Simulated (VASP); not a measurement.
Input of a VASP 6.6.1 run:

The input INCAR:

```
PREC = Accurate
ENCUT = 700
EDIFF = 1E-6
ISMEAR = 0
SIGMA = 0.15
LREAL = F
LASPH = T
NELM = 120
ALGO = Normal
ISIF = 2
LWAVE = F
LCHARG = T
GGA = PE
LELF = T
LVHAR = T
NBANDS = 26
GGA_COMPAT = F
```

KPOINTS

```
regular mesh
0
Gamma
  14 14 10
```

Contents of POSCAR:

```
TaN
1.0
    0.0000000000     -2.2081122572     -2.2081122572
    0.0000000000      2.2081122572     -2.2081122572
    4.4162245144      0.0000000000      0.0000000000
Ta N
2 2
Direct
    0.5000000000      0.5000000000     -0.0136772867
    0.0000000000      0.0000000000      0.5136772867
    0.5000000000      0.5000000000      0.4690912453
    0.0000000000      0.0000000000      0.0309087547
```

Potentials or basis: VASP PAW PBE potentials, release 64 (Ta_sv_GW, N).

Command:

```sh
$ cat potpaw_PBE.64/Ta_sv_GW/POTCAR potpaw_PBE.64/N/POTCAR > POTCAR
$ mpirun -np 1 vasp_std > vasp.out
```

**Question.** What does it give for the pressure?

**Answer.** 0.5 GPa.

**Question.** Estimate the largest force.

**Answer.** 1.351 eV/Å.

Forces in eV/Å, atoms in the order of the input:
```
Ta  -1.351  0.000  0.000
Ta   1.351  0.000  0.000
N    0.384  0.000  0.000
N   -0.384  0.000  0.000
```

Caveat: the cell differs from its parent crystal (atoms displaced along a vibrational mode); the stress differs along the axes, from -4 to 10 GPa; forces of over 1 eV/Å act on the atoms, so gaps and moduli don't describe the material at rest.
